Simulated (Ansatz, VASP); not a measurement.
## Two plane-wave programs on Al3GaN4

The input INCAR:

```
SYSTEM = Al3GaN4
PREC = Accurate ; ENCUT = 520
EDIFF = 1E-6 ; ISMEAR = 0
SIGMA = 0.05 ; LREAL = .False.
LASPH = .True. ; NELM = 100
ALGO = Normal ; ISIF = 2
LWAVE = .False. ; LCHARG = .False.
GGA = PS ; NBANDS = 31
```

Contents of KPOINTS:

```
regular mesh
0
Gamma
  6 6 6
  0 0 0
```

Contents of POSCAR:

```
Al3GaN4
1.0
    4.2749048883     -0.0808706234     -0.0808706234
   -0.0808706234      4.2749048883     -0.0808706234
   -0.0808706234     -0.0808706234      4.2749048883
Al Ga N
3 1 4
Direct
    0.5000000000      0.5000000000      0.0000000000
    0.5000000000      0.0000000000      0.5000000000
    0.0000000000      0.5000000000      0.5000000000
    0.0000000000      0.0000000000      0.0000000000
    0.7447140287      0.7447140287      0.2552859713
    0.7447140287      0.2552859713      0.7447140287
    0.2552859713      0.7447140287      0.7447140287
    0.2552859713      0.2552859713      0.2552859713
```

Input for Ansatz:

```yaml
crystal:
  lattice:
    - [4.2749048883, -0.0808706234, -0.0808706234]
    - [-0.0808706234, 4.2749048883, -0.0808706234]
    - [-0.0808706234, -0.0808706234, 4.2749048883]
  atoms:
    - { symbol: Al, position: [0.5, 0.5, 0.0] }
    - { symbol: Al, position: [0.5, 0.0, 0.5] }
    - { symbol: Al, position: [0.0, 0.5, 0.5] }
    - { symbol: Ga, position: [0.0, 0.0, 0.0] }
    - { symbol: "N", position: [0.7447140287, 0.7447140287, 0.2552859713] }
    - { symbol: "N", position: [0.7447140287, 0.2552859713, 0.7447140287] }
    - { symbol: "N", position: [0.2552859713, 0.7447140287, 0.7447140287] }
    - { symbol: "N", position: [0.2552859713, 0.2552859713, 0.2552859713] }
basis:
  ecutwfc: 520.0
kpoints:
  mp_grid: { grid: [6, 6, 6] }
hamiltonian:
  xc: pbesol
scf:
  occupations: { method: gaussian, width: 0.05 }
output:
  forces: true
  stress: true
  eigenvalues: true
```

Change from the starting cell: equal engineering shear yz, xz and xy -0.0367, equal normal strain along x, y and z -0.0300.

Alike in both runs: task single point; functional PBEsol; k mesh 6 × 6 × 6; occupations gaussian, width 0.05 eV; no spin polarisation.

```csv
,VASP,Ansatz
version,VASP 6.6.1,Ansatz 0.2.0
potentials or method,"VASP PAW PBE potentials, release 64 (Al, Ga_d, N), cutoff 520 eV","scalar-relativistic, plane waves, PAW"
valence electrons in the cell,42,42
```

```csv
,VASP,Ansatz,Ansatz less VASP
gap on the k mesh at the Fermi level (eV),3.13,3.14,+0.009
least direct gap on the mesh (eV),3.13,3.14,+0.009
pressure (GPa),23.1,23.1,-0.04
"traceless stress, the component that is largest in VASP (GPa)",11.22,11.11,-0.112
rms of the force components (eV/Å),0.667,0.660,-0.0068
```

VASP's potentials were made for PBE, not for PBEsol. Atom by atom the forces differ by 0.016 eV/Å (rms over components).
